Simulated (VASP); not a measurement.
A run of VASP 6.6.1 is set up as follows.

INCAR

```
SYSTEM = ScF
ALGO = Normal
EDIFF = 1E-6
ENCUT = 520
GGA = PE
ISIF = 2
ISMEAR = 0
IVDW = 12
LASPH = .True.
LCHARG = .True.
LELF = .True.
LREAL = .False.
LVHAR = .True.
LWAVE = .False.
NBANDS = 26
NELM = 100
PREC = Accurate
SIGMA = 0.1
```

File KPOINTS:

```
k-points
0
Gamma
  9 9 9
  0 0 0
```

Contents of POSCAR:

```
ScF
1.0
    1.5066698263      0.8698762298      7.7249480882
   -1.5066698263      0.8698762298      7.7249480882
    0.0000000000     -1.7397524596      7.7249480882
Sc F
2 2
Direct
    0.2137000000      0.2137000000      0.2137000000
    0.7863000000      0.7863000000      0.7863000000
    0.3914000000      0.3914000000      0.3914000000
    0.6086000000      0.6086000000      0.6086000000
```

Potentials or basis: VASP PAW PBE potentials, release 64 (Sc_sv, F).

Run with:

```sh
$ cat potpaw_PBE.64/Sc_sv/POTCAR potpaw_PBE.64/F/POTCAR > POTCAR
$ mpirun -np 1 vasp_std > vasp.out
```

Question: What does it give for the band gap on the k mesh?

Answer: Zero (bands 18 and 19 overlap by 0.13 eV).

Question: Estimate the dispersion energy per atom.

Answer: -0.227 eV.

Question: Predict the largest force.

Answer: 4.256 eV/Å.

Stress tensor (GPa, compression positive):
```
10.57  0.00  0.00
 0.00 10.57  0.00
 0.00  0.00  3.08
```

Caveat: the cell stands under pressure; forces of over 1 eV/Å act on the atoms, so gaps and moduli don't describe the material at rest.
